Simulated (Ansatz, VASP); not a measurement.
## Two plane-wave programs on InSb

POSCAR

```
InSb
1.0
    0.0000000000      3.2599290567      3.2599290567
    3.2599290567      0.0000000000      3.2599290567
    3.2599290567      3.2599290567      0.0000000000
In Sb
1 1
Direct
    0.0000000000      0.0000000000      0.0000000000
    0.2500000000      0.2500000000      0.2500000000
```

Contents of INCAR.step1:

```
PREC = Accurate
ENCUT = 520
EDIFF = 1E-5
ISMEAR = 0
SIGMA = 0.1
LREAL = F
LASPH = T
NELM = 80
ALGO = Normal
ISIF = 2
LWAVE = T
NBANDS = 16
GGA = PE
```

The input INCAR.step2:

```
PREC = Accurate
ENCUT = 520
EDIFF = 1E-6
ISMEAR = 0
SIGMA = 0.1
LREAL = F
LASPH = T
NELM = 80
ALGO = Normal
ISIF = 2
LWAVE = F
LCHARG = T
GGA = PE
LHFCALC = T
AEXX = 0.25
PRECFOCK = Normal
LELF = T
LVHAR = T
NBANDS = 16
ISTART = 1
```

File KPOINTS:

```
regular mesh
0
Gamma
  4 4 4
```

Input for Ansatz:

```yaml
crystal:
  lattice:
    - [0.0, 3.2599290567, 3.2599290567]
    - [3.2599290567, 0.0, 3.2599290567]
    - [3.2599290567, 3.2599290567, 0.0]
  atoms:
    - { symbol: In, position: [0.0, 0.0, 0.0] }
    - { symbol: Sb, position: [0.25, 0.25, 0.25] }
basis:
  ecutwfc: 420
kpoints:
  mp_grid: { grid: [4, 4, 4] }
  band_path:
    path:
      - [0.0, 0.0, 0.0]
      - [-0.5, -0.5, 0.0]
      - [-0.375, -0.375, 0.25]
      - [-0.375, 0.0, 0.375]
      - [0.0, 0.0, 0.5]
      - [-0.5, -0.25, 0.25]
    npoints: 1
hamiltonian:
  xc: pbe0
scf:
  occupations: { method: gaussian, width: 0.1 }
  n_extra_bands: 4
output:
  eigenvalues: true
```

Alike in both runs: task single point; functional PBE0; k mesh 4 × 4 × 4; occupations gaussian, width 0.1 eV; no spin polarisation.

|  | VASP | Ansatz |
| --- | --- | --- |
| version | VASP 6.6.1 | Ansatz 0.2.0 |
| potentials or method | VASP PAW PBE potentials, release 64 (In_d, Sb), cutoff 520 eV | scalar-relativistic, plane waves, PAW |
| valence electrons in the cell | 18 | 28 |

Ansatz gave:

| Quantity | Value |
| --- | --- |
| gap on the k mesh at the Fermi level (eV) | 1.03 |
| least direct gap on the mesh (eV) | 1.03 |

Question: Which values does VASP return?

Answer: gap on the k mesh at the Fermi level (eV): 1.11; least direct gap on the mesh (eV): 1.11.

With one functional, cell and mesh, what is left measures potentials, basis and numerics. VASP's potentials hold 18 valence electrons a cell and Ansatz's 28, so a difference there can come from the potentials and not from the codes.

Neither program's run includes spin-orbit coupling.
